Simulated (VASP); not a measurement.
Here is a VASP 6.6.1 calculation.

File INCAR:

```
SYSTEM = C
PREC     = Accurate       ! precision mode
ENCUT    = 520            ! plane-wave cutoff, eV
EDIFF    = 1E-7           ! SCF threshold, eV
ISMEAR   = 0              ! smearing method
SIGMA    = 0.02           ! smearing width, eV
LREAL    = .FALSE.        ! projectors in reciprocal space
LASPH    = .TRUE.         ! aspherical terms in the spheres
NELM     = 120            ! most SCF steps
ALGO     = Normal         ! electronic algorithm
ISIF     = 2              ! what is computed and relaxed
LWAVE    = .FALSE.        ! write WAVECAR
LCHARG   = .FALSE.        ! write CHGCAR
GGA      = PS             ! functional
IBRION   = 2              ! ionic algorithm
NSW      = 60             ! ionic steps
EDIFFG   = -0.002         ! ionic threshold
GGA_COMPAT= .FALSE.      
NELMIN   = 4
```

The input KPOINTS:

```
regular mesh
0
G
  9 9 9
  0 0 0
```

The input POSCAR:

```
C
1.0
    0.0296138761      1.7975622819      1.7975622819
    1.7975622819      0.0296138761      1.7975622819
    1.7975622819      1.7975622819      0.0296138761
C
2
Direct
    0.0000000000      0.0000000000      0.0000000000
    0.2500000000      0.2500000000      0.2500000000
```

Potentials or basis: VASP PAW PBE potentials, release 64 (C).

Run with:

```console
$ cat potpaw_PBE.64/C/POTCAR > POTCAR
$ mpirun -np 1 vasp_std > vasp.out
```

(1) Predict the energy gained by relaxing.

(2) Predict the band gap on the k mesh.

## Answers

(1) 0.0 meV/atom.

(2) 3.99 eV (least direct gap 5.00 eV).

Caveat: the cell differs from its parent crystal (strained cell); an odd mesh through Γ misses points on the zone boundary, where band edges can lie.
